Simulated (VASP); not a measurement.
**Si2Mo: single point with LDA**

Crystal: Si2Mo.

```
CELL_PARAMETERS angstrom
4.59839 0.00000 0.00000
-2.29919 3.98232 0.00000
0.00000 0.00000 6.58923
ATOMIC_POSITIONS crystal
Si 0.16432 0.83568 0.83333
Si 0.32864 0.16432 0.16667
Si 0.83568 0.67136 0.50000
Si 0.83568 0.16432 0.83333
Si 0.67136 0.83568 0.16667
Si 0.16432 0.32864 0.50000
Mo 0.50000 0.00000 0.50000
Mo 0.00000 0.50000 0.16667
Mo 0.50000 0.50000 0.83333
```

- Program: VASP 6.6.1
- Task: single point
- Functional: LDA
- Potentials or basis: VASP PAW LDA potentials, release 64 (Si, Mo_sv)
- Cutoff: 500 eV
- k mesh: 9 × 9 × 6
- Occupations: gaussian, width 0.01 eV
- Spin: no spin polarisation
- Dipole correction: no
- Further INCAR settings: ALGO = Normal; EDIFF = 1e-06; NBANDS = 43

| Quantity | Value |
| --- | --- |
| Pressure | -5.8 GPa |
| Largest force | 0.004 eV/Å |
| Band gap on the k mesh | 0.16 eV (least direct gap 0.55 eV) |

Forces in eV/Å, atoms in the order of the input:
```
Si  -0.004  0.002  0.000
Si  -0.004 -0.002  0.000
Si   0.000  0.004  0.000
Si   0.004 -0.002  0.000
Si   0.004  0.002  0.000
Si   0.000 -0.004  0.000
Mo   0.000  0.000  0.000
Mo   0.000  0.000  0.000
Mo   0.000  0.000  0.000
```

Stress tensor (GPa, compression positive):
```
-5.73  0.00  0.00
 0.00 -5.73  0.00
 0.00  0.00 -5.81
```

Levels at points of the mesh, in eV from the valence-band top:
| k point | band 29 | band 30 | band 31 | band 32 | band 33 | band 34 | band 35 | band 36 | band 37 | band 38 |
| --- | --- | --- | --- | --- | --- | --- | --- | --- | --- | --- |
| (0.00, 0.00, 0.00) | -2.94 | -2.94 | -2.66 | -2.03 | -0.75 | 1.99 | 2.37 | 2.37 | 2.42 | 2.55 |
| (0.00, 0.00, 0.50) | -2.24 | -2.24 | -1.98 | -0.67 | -0.67 | 1.85 | 2.25 | 2.25 | 2.29 | 2.60 |

Wall time 8.1 min on 1 thread of AMD EPYC 7R13, with other jobs on the host, peak memory 0.27 GiB.

Caveat: the cell stands under tension; an odd mesh through Γ misses points on the zone boundary, where band edges can lie.
